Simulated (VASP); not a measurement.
Here is a VASP 6.6.1 calculation.

File INCAR:

```
SYSTEM = CaGe4N
PREC     = Accurate       ! precision mode
ENCUT    = 520            ! plane-wave cutoff, eV
EDIFF    = 1E-6           ! SCF threshold, eV
ISMEAR   = 0              ! smearing method
SIGMA    = 0.1            ! smearing width, eV
LREAL    = .False.        ! projectors in reciprocal space
LASPH    = .True.         ! aspherical terms in the spheres
NELM     = 60             ! most SCF steps
ALGO     = Normal         ! electronic algorithm
ISIF     = 2              ! what is computed and relaxed
LWAVE    = .False.        ! write WAVECAR
LCHARG   = .False.        ! write CHGCAR
GGA      = PE             ! functional
NBANDS   = 44             ! bands
```

The input KPOINTS:

```
regular mesh
0
Gamma
  6 6 4
  0 0 0
```

File POSCAR:

```
CaGe4N
1.0
    5.5817495900      0.0000000000      0.0000000000
   -2.7908747900      4.8339369400      0.0000000000
    0.0000000000      0.0000000000      4.3958539300
Ca Ge N
1 4 1
Direct
    0.0000000000      0.0000000000      0.0000000000
    0.6666666700      0.3333333300      0.0000000000
    0.9994779800      0.4997389900      0.5000000000
    0.5002610100      0.4997389900      0.5000000000
    0.5002610100      0.0005220200      0.5000000000
    0.3333333300      0.6666666700      0.0000000000
```

Potentials or basis: VASP PAW PBE potentials, release 64 (Ca_sv, Ge_d, N).

Launch:

```bash
$ cat potpaw_PBE.64/Ca_sv/POTCAR potpaw_PBE.64/Ge_d/POTCAR potpaw_PBE.64/N/POTCAR > POTCAR
$ mpirun -np 1 vasp_std > vasp.out
```

(1) Predict the pressure.

(2) Estimate the largest force.

(3) Estimate the band gap on the k mesh.

Answers

(1) -1.8 GPa.

(2) 1.613 eV/Å.

(3) zero (an odd number of electrons rules out a gap without spin polarisation).

Caveat: the stress differs along the axes, from -6 to 0 GPa; forces of over 1 eV/Å act on the atoms, so gaps and moduli don't describe the material at rest.
